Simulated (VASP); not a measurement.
# Sr7MgO8 (a cell with a defect) in VASP: a series of runs

Sr7MgO8 (a cell with a defect) is run at these levels: PBEsol, PBEsol+D3(BJ); tasks: single point.

All numbers are computed with VASP 6.6.1; they aren't measurements. Logs are shortened: lines on timing, memory, paths and dates and some standing lists are left out, and cuts for length are marked.

### Step 1. The cell of the first run

The cell holds a defect, 16 atoms: a = 7.245 Å, b = 7.245 Å, c = 7.245 Å, α = 60.00°, β = 60.00°, γ = 60.00°.

### Step 2. Single point, PBEsol

Contents of INCAR:

```
PREC = Accurate
ENCUT = 520
EDIFF = 1E-6
ISMEAR = -1
SIGMA = 0.05
LREAL = Auto
LASPH = T
NELM = 60
ALGO = Normal
ISIF = 2
LWAVE = F
LCHARG = F
GGA = PS
NBANDS = 74
```

Contents of KPOINTS:

```
Automatic mesh
0
Gamma
  2 2 2
  0.5 0.5 0.5
```

Contents of POSCAR:

```
Sr7MgO8
1.0
    0.0000000000      5.1227470000      5.1227470000
    5.1227470000      0.0000000000      5.1227470000
    5.1227470000      5.1227470000      0.0000000000
O Sr Mg
8 7 1
Direct
    0.7496670000      0.2531930000      0.2544450000
    0.2580810000      0.7459450000      0.7441940000
    0.2484370000      0.7531300000      0.2477790000
    0.7413810000      0.2504920000      0.7535320000
    0.2501560000      0.2499770000      0.7537640000
    0.7506600000      0.7512380000      0.2511000000
    0.2442640000      0.2481830000      0.2556550000
    0.7592140000      0.7470130000      0.7407310000
    0.9998730000      0.0014680000      0.9973440000
    0.9958480000      0.9966100000      0.4986590000
    0.5052010000      0.5014170000      0.0002790000
    0.0024350000      0.5033700000      0.9955600000
    0.4972970000      0.0057300000      0.4952540000
    0.4980940000      0.9971580000      0.0031590000
    0.9976310000      0.5002540000      0.5038690000
    0.4961710000      0.5047550000      0.4972380000
```

Potentials or basis: VASP PAW PBE potentials, release 64 (O, Sr_sv, Mg).

On the command line:

```sh
> cat potpaw_PBE.64/O/POTCAR potpaw_PBE.64/Sr_sv/POTCAR potpaw_PBE.64/Mg/POTCAR > POTCAR
> mpirun -np 1 vasp_std > vasp.out
```

OUTCAR:

```text
PREC = Accurate
   ENCUT = 520
   EDIFF = 1E-6
   ISMEAR = -1
   LREAL = Auto
   LASPH = T
   NELM = 60
   ISIF = 2
   GGA = PS

 ion  position               nearest neighbor table
   1  0.750  0.253  0.254-  10 2.51  16 2.53  11 2.55  13 2.56  12 2.58   9 2.61
   2  0.258  0.746  0.744-  16 2.50  12 2.55  13 2.56  11 2.58  10 2.60   9 2.61
   3  0.248  0.753  0.248-  14 2.53  10 2.53  16 2.55   9 2.56  11 2.56  15 2.58
   4  0.741  0.250  0.754-  14 2.54  11 2.55  16 2.57   9 2.57  15 2.59  10 2.61
   5  0.250  0.250  0.754-  12 2.54  14 2.55   9 2.56  16 2.57  15 2.57  13 2.58
   6  0.751  0.751  0.251-  13 2.55   9 2.56  15 2.56  14 2.56  16 2.57  12 2.58
   7  0.244  0.248  0.256-  13 2.52  10 2.56  15 2.56  12 2.57  14 2.58  11 2.63
   8  0.759  0.747  0.741-  15 2.48  10 2.49  12 2.55  11 2.56  13 2.60  14 2.63
   9  1.000  0.001  0.997-   5 2.56   3 2.56   6 2.56   4 2.57   2 2.61   1 2.61  15 3.59  10 3.60
                            11 3.60  12 3.61  14 3.62  13 3.62  13 3.62  14 3.63  12 3.64  11 3.64
  10  0.996  0.997  0.499-   8 2.49   1 2.51   3 2.53   7 2.56   2 2.60   4 2.61  15 3.57  12 3.59
                            13 3.59  16 3.59   9 3.60  14 3.61  14 3.63   9 3.65  16 3.65  13 3.65
  11  0.505  0.501  0.000-   4 2.55   1 2.55   3 2.56   8 2.56   2 2.58   7 2.63  14 3.58  16 3.58
                            15 3.58  13 3.59  12 3.59   9 3.60   9 3.64  12 3.65  13 3.66  15 3.66
  12  0.002  0.503  0.996-   5 2.54   8 2.55   2 2.55   7 2.57   1 2.58   6 2.58  10 3.59  15 3.59
                            11 3.59  16 3.59   9 3.61  14 3.62  14 3.63   9 3.64  16 3.65  11 3.65
  13  0.497  0.006  0.495-   7 2.52   6 2.55   2 2.56   1 2.56   5 2.58   8 2.60  11 3.59  10 3.59
                            14 3.59  15 3.60  16 3.62   9 3.62   9 3.62  16 3.63  15 3.64  14 3.65
  14  0.498  0.997  0.003-   3 2.53   4 2.54   5 2.55   6 2.56   7 2.58   8 2.63  16 3.57  11 3.58
                            13 3.59  10 3.61   9 3.62  12 3.62  12 3.63   9 3.63  10 3.63  13 3.65
  15  0.998  0.500  0.504-   8 2.48   6 2.56   7 2.56   5 2.57   3 2.58   4 2.59  10 3.57  11 3.58
                            12 3.59   9 3.59  13 3.60  16 3.60  16 3.64  13 3.64   9 3.65  12 3.65
  16  0.496  0.505  0.497-   2 2.50   1 2.53   3 2.55   5 2.57   6 2.57   4 2.57  14 3.57  11 3.58
                            12 3.59  10 3.59  15 3.60  13 3.62  13 3.63  15 3.64  10 3.65  12 3.65

  LATTYP: Found a face centered cubic cell.
 ALAT       =    10.2454940000

  Lattice vectors:

 A1 = (   0.0000000000,   5.1227470000,   5.1227470000)
 A2 = (   5.1227470000,   0.0000000000,   5.1227470000)
 A3 = (   5.1227470000,   5.1227470000,   0.0000000000)

Analysis of symmetry for initial positions (statically):
=====================================================================
 Subroutine PRICEL returns:
 Original cell was already a primitive cell.

 Routine SETGRP: Setting up the symmetry group for a
 face centered cubic supercell.

 Subroutine GETGRP returns: Found  1 space group operations
 (whereof  1 operations were pure point group operations)
 out of a pool of 48 trial point group operations.

The static configuration has the point symmetry C_1 .

Analysis of symmetry for dynamics (positions and initial velocities):
=====================================================================
 Subroutine PRICEL returns:
 Original cell was already a primitive cell.

 Routine SETGRP: Setting up the symmetry group for a
 face centered cubic supercell.

 Subroutine GETGRP returns: Found  1 space group operations
 (whereof  1 operations were pure point group operations)
 out of a pool of 48 trial point group operations.

The dynamic configuration has the point symmetry C_1 .

 Subroutine INISYM returns: Found  1 space group operations
 (whereof  1 operations are pure point group operations),
 and found     1 'primitive' translations

----------------------------------------------------------------------------------------

                                     Primitive cell

  volume of cell :     268.8678

  direct lattice vectors                    reciprocal lattice vectors
     0.000000000  5.122747000  5.122747000    -0.097603883  0.097603883  0.097603883
     5.122747000  0.000000000  5.122747000     0.097603883 -0.097603883  0.097603883
     5.122747000  5.122747000  0.000000000     0.097603883  0.097603883 -0.097603883

  length of vectors
     7.244658284  7.244658284  7.244658284     0.169054885  0.169054885  0.169054885

[... 40 lines left out ...]

Automatic generation of k-mesh.
 Grid dimensions read from file:
 generate k-points for:    2    2    2

 Generating k-lattice:

  Cartesian coordinates                     Fractional coordinates (reciprocal lattice)
    -0.048801942  0.048801942  0.048801942     0.500000000  0.000000000  0.000000000
     0.048801942 -0.048801942  0.048801942     0.000000000  0.500000000  0.000000000
     0.048801942  0.048801942 -0.048801942     0.000000000  0.000000000  0.500000000

  Length of vectors
     0.084527442  0.084527442  0.084527442

  Shift w.r.t. Gamma in fractional coordinates (k-lattice)
     0.500000000  0.500000000  0.500000000

 Subroutine IBZKPT returns following result:
 ===========================================

 Found     16 irreducible k-points:

 Following reciprocal coordinates:
            Coordinates               Weight
  0.250000  0.250000  0.250000      2.000000
  0.250000  0.000000  0.000000      2.000000
  0.000000  0.000000 -0.250000      2.000000
  0.000000  0.250000  0.000000      2.000000
 -0.250000  0.250000  0.250000      2.000000
  0.250000 -0.250000  0.250000      2.000000
[... 8 lines left out ...]
  0.000000  0.250000  0.500000      2.000000
  0.500000  0.250000  0.000000      2.000000
   k-points           NKPTS =     16   k-points in BZ     NKDIM =     16   number of bands    NBANDS=     74
   number of dos      NEDOS =    301   number of ions     NIONS =     16
   total plane-waves  NPLWV = 157464
   dimension x,y,z NGX =    54 NGY =   54 NGZ =   54
   dimension x,y,z NGXF=   108 NGYF=  108 NGZF=  108
   ions per type =               8   7   1
   NGX,Y,Z   is equivalent  to a cutoff of  12.39, 12.39, 12.39 a.u.
   NGXF,Y,Z  is equivalent  to a cutoff of  24.78, 24.78, 24.78 a.u.
 SYSTEM =  unknown system
   PREC   = accura    normal or accurate (medium, high low for compatibility)
   ISTART =      0    job   : 0-new  1-cont  2-samecut
   ICHARG =      2    charge: 1-file 2-atom 10-const
   ISPIN  =      1    spin polarized calculation?
   LNONCOLLINEAR =      F non collinear calculations
   LSORBIT =      F    spin-orbit coupling
   LASPH  =      T    aspherical Exc in radial PAW
   ENCUT  =  520.0 eV  38.22 Ry    6.18 a.u.  13.47 13.47 13.47*2*pi/ulx,y,z
   NELM   =     60;   NELMIN=  2; NELMDL= -5     # of ELM steps
   EDIFF  = 0.1E-05   stopping-criterion for ELM
   LREAL  =      T    real-space projection
   EDIFFG = 0.1E-04   stopping-criterion for IOM
   NSW    =      0    number of steps for IOM
   IBRION =     -1    ionic relax: 0-MD 1-quasi-New 2-CG
   NFREE  =      0    steps in history (QN), initial steepest desc. (CG)
   ISIF   =      2    stress and relaxation
   ISYM   =      2    0-nonsym 1-usesym 2-fastsym
   POTIM  = 0.5000    time-step for ionic-motion
   TEBEG  =    0.0;   TEEND  =   0.0 temperature during run
   PSTRESS=    0.0 pullay stress
   NELECT =     120.0000    total number of electrons
   NUPDOWN=      -1.0000    fix difference up-down
   EMIN   =  10.00;   EMAX   =-10.00  energy-range for DOS
   EFERMI =   0.00;   METHOD = LEGACY
   ISMEAR =    -1;   SIGMA  =   0.05  broadening in eV -4-tet -1-fermi 0-gaus
   EFERMI_NEDOS =   21; number of points for ismear=-14 and -15
   IALGO  =     38    algorithm
   IMIX   =      4    mixing-type and parameters
     AMIX     =   0.40;   BMIX     =  1.00
     AMIX_MAG =   1.60;   BMIX_MAG =  1.00
  volume/ion in A,a.u.               =      16.80       113.40
  Fermi-wavevector in a.u.,A,eV,Ry     =   1.251091  2.364220 21.296240  1.565229
  Thomas-Fermi vector in A             =   2.385055
   LORBIT       =      0    0 simple, 1 ext, 2 COOP (PROOUT), +10 PAW based schemes
   GGA     = PS    functional components
   LHFCALC =     F    Hartree Fock is set to
   AEXX    =    0.0000 exact exchange contribution
   IVDW    =     0    specifies the selected vdW correction
   LEPSILON=     F    determine dielectric tensor
   LRPA    =     F    only Hartree local field effects (RPA)
 non-spin polarized calculation
  energy-cutoff  :      520.00
  volume of cell :      268.87
 maximum number of plane-waves:      7267
 NGX is ok and might be reduce to    54
   NGX = 27   NGY = 27   NGZ = 27

 number of electron     120.0000003 magnetization

 Free energy of the ion-electron system (eV)
  ---------------------------------------------------
  ext. energy  EPLUGINS =         0.00000000
  ---------------------------------------------------
  free energy    TOTEN  =       -99.09932351 eV

  energy without entropy =      -99.09932351  energy(sigma->0) =      -99.09932351

 E-fermi :   2.4566     XC(G=0): -10.1439

 val. band max:        1.2038057623   @ k =   0.2500   0.2500   0.2500
 cond. band min:       5.0054028480   @ k =   0.2500   0.2500   0.2500
 fundamental gap:      3.8015970857
 Fermi energy:         2.4565978396

 k-point     1 :       0.2500    0.2500    0.2500
  band No.  band energies     occupation
      1     -31.0642      2.00000
      2     -30.7401      2.00000
      3     -30.6698      2.00000
      4     -30.6329      2.00000
      5     -30.6232      2.00000
      6     -30.5746      2.00000
[... 1189 lines left out ...]
     71       7.8942      0.00000
     72       8.0576      0.00000
 [bands above 72 left out]

------------------------ aborting loop because EDIFF is reached ----------------------------------------

  FORCE on cell =-STRESS in cart. coord.  units (eV):
  Direction    XX          YY          ZZ          XY          YZ          ZX
  --------------------------------------------------------------------------------------
  -------------------------------------------------------------------------------------
  Total       -6.0104929     -5.5411936     -5.2915821     -0.0571676      0.0776526      0.0169895
  in kB      -35.8164016    -33.0198571    -31.5324271     -0.3406607      0.4627300      0.1012399
  external PRESSURE =     -33.4562286 kB  Pullay stress =       0.0000000 kB

 VOLUME and BASIS-vectors are now :
 -----------------------------------------------------------------------------
  energy-cutoff  :      520.00
  volume of cell :      268.87
      direct lattice vectors                 reciprocal lattice vectors
     0.000000000  5.122747000  5.122747000    -0.097603883  0.097603883  0.097603883
     5.122747000  0.000000000  5.122747000     0.097603883 -0.097603883  0.097603883
     5.122747000  5.122747000  0.000000000     0.097603883  0.097603883 -0.097603883

 POSITION                                       TOTAL-FORCE (eV/Angst)
 -----------------------------------------------------------------------------------
      2.60050      5.14381      5.13740         0.464763     -0.261385     -0.019201
      7.63361      5.13440      5.14337        -0.438142     -0.070870     -0.045455
      5.12740      2.54199      5.13077        -0.110624      0.653638     -0.069540
      5.14336      7.65806      5.08111        -0.045951     -0.325580      0.142759
      5.14191      5.14283      2.56205        -0.102857     -0.149500      0.488836
      5.13472      5.13176      7.69384        -0.059742     -0.132996     -0.505087
[... 8 lines left out ...]
      5.14387      7.69180      7.67329        -0.310928     -0.201060     -0.082745
      5.13296      5.08898      5.12749         0.111735      0.296958      0.006957
 -----------------------------------------------------------------------------------
    total drift:                               -0.006152     -0.003438      0.007687

  FREE ENERGIE OF THE ION-ELECTRON SYSTEM (eV)
  ---------------------------------------------------
  free  energy   TOTEN  =       -99.0993235066 eV

  energy  without entropy=      -99.0993235066  energy(sigma->0) =      -99.09932351
```

Wall time 7.7 min (1 thread of Intel Xeon Platinum 8488C (Sapphire Rapids), shared host); peak memory 0.51 GiB.

What came out:

* Free energy: -99.0993 eV
* Pressure: -3.3 GPa
* Largest force: 0.667 eV/Å
* Band gap on the k mesh: 3.80 eV

Forces in eV/Å, atoms in the order of the input:
```
O    0.465 -0.261 -0.019
O   -0.438 -0.071 -0.045
O   -0.111  0.654 -0.070
O   -0.046 -0.326  0.143
O   -0.103 -0.149  0.489
O   -0.060 -0.133 -0.505
O   -0.108  0.020  0.221
O    0.344  0.029 -0.243
Sr  -0.048  0.002 -0.051
Sr   0.279  0.076  0.332
Sr  -0.121 -0.275 -0.234
Sr   0.059  0.313 -0.046
Sr  -0.018  0.129 -0.139
Sr   0.106 -0.104  0.243
Sr  -0.311 -0.201 -0.083
Mg   0.112  0.297  0.007
```

Caveat: the PAW data sets were made with another functional, which shifts forces and pressure a little.

(Continued in part 2 of 2.)
